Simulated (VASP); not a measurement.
Here is a VASP 6.6.1 calculation.

File INCAR:

```
SYSTEM = YZn
PREC = Accurate
ENCUT = 520
EDIFF = 1E-7
ISMEAR = -1
SIGMA = 0.1
LREAL = .FALSE.
LASPH = .TRUE.
NELM = 80
ALGO = Normal
ISIF = 2
LWAVE = .FALSE.
LCHARG = .TRUE.
GGA = PS
LELF = .TRUE.
LVHAR = .TRUE.
NBANDS = 18
```

KPOINTS

```
regular mesh
0
G
  9 9 9
  0 0 0
```

Contents of POSCAR:

```
YZn
1.0
    3.5600000000      0.0000000000      0.0000000000
    0.0000000000      3.5600000000      0.0000000000
    0.0000000000      0.0000000000      3.5600000000
Y Zn
1 1
Direct
    0.0000000000      0.0000000000      0.0000000000
    0.5000000000      0.5000000000      0.5000000000
```

Potentials or basis: VASP PAW PBE potentials, release 64 (Y_sv, Zn).

Command:

```bash
$ cat potpaw_PBE.64/Y_sv/POTCAR potpaw_PBE.64/Zn/POTCAR > POTCAR
$ mpirun -np 1 vasp_std > vasp.out
```

Q: Predict the pressure.

A: -2.1 GPa.

Caveat: the PAW data sets were made with another functional, which shifts forces and pressure a little.
